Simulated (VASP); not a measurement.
# AlN: single point with PBE

The system is AlN.

```
CELL_PARAMETERS angstrom
0.00000 2.03527 2.03527
2.03527 0.00000 2.03527
2.03527 2.03527 0.00000
ATOMIC_POSITIONS crystal
Al 0.00000 0.00000 0.00000
N 0.50000 0.50000 0.50000
```

| Item | Value |
| --- | --- |
| Program | VASP 6.6.1 |
| Task | single point |
| Functional | PBE |
| Potentials or basis | VASP PAW PBE potentials, release 64 (Al, N) |
| Cutoff | 520 eV |
| k mesh | 10 × 10 × 10 |
| Occupations | gaussian, width 0.02 eV |
| Spin | no spin polarisation |
| Dipole correction | no |
| Further INCAR settings | ALGO = Normal; EDIFF = 1e-06; NBANDS = 11 |

```
Pressure               : -0.3 GPa
Band gap on the k mesh : 4.41 eV, indirect (least direct gap 5.39 eV)
```

Levels at points of the mesh, in eV from the valence-band top:
```csv
k point,band 2,band 3,band 4,band 5,band 6,band 7
"(0.00, 0.00, 0.00)",0.00,0.00,0.00,5.39,12.10,12.10
"(0.50, 0.00, 0.00)",-8.18,-1.04,-1.04,6.01,10.84,10.84
"(0.50, 0.50, 0.00)",-7.25,-2.75,-2.75,4.41,5.34,13.80
```

It took 3.3 s on 1 thread of Intel(R) Xeon(R) 6975P-C (Granite Rapids), with other jobs on the host, peak memory 0.13 GiB.

A k mesh can miss the band edges.
